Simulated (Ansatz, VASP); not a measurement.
**YGaS in VASP and in Ansatz**

```
CELL_PARAMETERS angstrom
4.22318 0.00000 0.00000
0.00000 4.22318 0.00000
0.00000 0.00000 7.62291
ATOMIC_POSITIONS crystal
Y 0.50000 0.50000 0.25000
Y 0.50000 0.50000 0.75000
Ga 0.00000 0.00000 0.75000
Ga 0.00000 0.00000 0.25000
S 0.00000 0.50000 0.00000
S 0.50000 0.00000 0.50000
```

Alike in both runs: task relaxation of cell and atoms; functional PBE; k mesh 10 × 10 × 6; occupations gaussian, width 0.1 eV; no spin polarisation.

|  | VASP | Ansatz |
| --- | --- | --- |
| version | VASP 6.6.1 | Ansatz 0.2.0 |
| potentials or method | VASP PAW PBE potentials, release 64 (Y_sv, Ga_d, S), cutoff 600 eV | scalar-relativistic, plane waves, PAW |
| valence electrons in the cell | 60 | 60 |

```csv
,VASP,Ansatz,Ansatz less VASP
"gap on the k mesh at the Fermi level, each at its own relaxed structure (eV)",none,none,-
relaxed volume (Å³/atom),22.76,22.76,+0.001
relaxed cell length with the largest relative difference (Å),7.720,7.721,+0.0014
```

A gap of «none» marks a metal or a gap that the smearing closes.
